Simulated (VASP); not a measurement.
Here is a VASP 6.6.1 calculation.

The input INCAR:

```
PREC = Accurate
ENCUT = 600
EDIFF = 1E-6
ISMEAR = 0
SIGMA = 0.1
LREAL = F
LASPH = T
NELM = 100
ALGO = Fast
ISIF = 3
LWAVE = F
LCHARG = F
GGA = PE
IBRION = 2
NSW = 100
EDIFFG = -0.01
```

Contents of KPOINTS:

```
Automatic mesh
0
Gamma
  8 8 8
```

File POSCAR:

```
Ga4O
1.0
    0.0000000000      4.5115917390      4.5115917390
    4.5115917390      0.0000000000      4.5115917390
    4.5115917390      4.5115917390      0.0000000000
Ga O
8 2
Direct
    0.6250000000      0.6250000000      0.6250000000
    0.6250000000      0.6250000000      0.1250000000
    0.6250000000      0.1250000000      0.6250000000
    0.1250000000      0.6250000000      0.6250000000
    0.1250000000      0.1250000000      0.1250000000
    0.1250000000      0.1250000000      0.6250000000
    0.1250000000      0.6250000000      0.1250000000
    0.6250000000      0.1250000000      0.1250000000
    0.2500000000      0.2500000000      0.2500000000
    0.0000000000      0.0000000000      0.0000000000
```

Potentials or basis: VASP PAW PBE potentials, release 64 (Ga_d, O).

Run with:

```bash
$ cat potpaw_PBE.64/Ga_d/POTCAR potpaw_PBE.64/O/POTCAR > POTCAR
$ mpirun -np 1 vasp_std > vasp.out
```

(1) Estimate the relaxed cell.

(2) What does it give for the space group after relaxing (to 0.1 Å)?

(3) What does it give for the relaxed volume?

Answers

(1) a = 6.374 Å, b = 6.374 Å, c = 6.374 Å, α = 60.00°, β = 60.00°, γ = 60.00°.

(2) Fd-3m (No. 227).

(3) 18.31 Å³/atom.
